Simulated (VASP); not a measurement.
Mo3N4, 7 atoms in the cell. The structure is cubic, space group Pm-3m (No. 221). Conventional cell: a = 4.019 Å, b = 4.019 Å, c = 4.019 Å, α = 90.00°, β = 90.00°, γ = 90.00°. Within 2.7 Å of Mo (site symmetry 4/mmm) lie 6 N at 2.01 Å. N (site symmetry m-3m) has 6 Mo at 2.01 Å within 2.7 Å. Within 2.7 Å of N (site symmetry 4/mmm) lie 4 Mo at 2.01 Å. 

| Item | Value |
| --- | --- |
| Program | VASP 6.6.1 |
| Task | single point |
| Functional | PBEsol |
| Potentials or basis | VASP PAW PBE potentials, release 64 (Mo_sv, N) |
| Cutoff | 600 eV |
| k mesh | 4 × 4 × 4 |
| Occupations | gaussian, width 0.1 eV |
| Spin | collinear spin |
| Starting moments | [1.0, 1.0, 1.0, 0.0, 0.0, 0.0, 0.0] μB |
| Dipole correction | no |
| Further INCAR settings | ALGO = Normal; EDIFF = 1e-06; NBANDS = 44 |

Potentials or basis: VASP PAW PBE potentials, release 64 (Mo_sv, N).

Command:

```sh
$ cat potpaw_PBE.64/Mo_sv/POTCAR potpaw_PBE.64/N/POTCAR > POTCAR
$ mpirun -np 1 vasp_std > vasp.out
```

Hardware: 1 thread of Intel Xeon 8259CL (shared host).

**Question.** Estimate the wall time of this run.

**Answer.** Run time: 94 s on 1 thread of Intel Xeon 8259CL, with other jobs on the host, peak memory 0.23 GiB. Counts: scf iterations 13, k points 10.
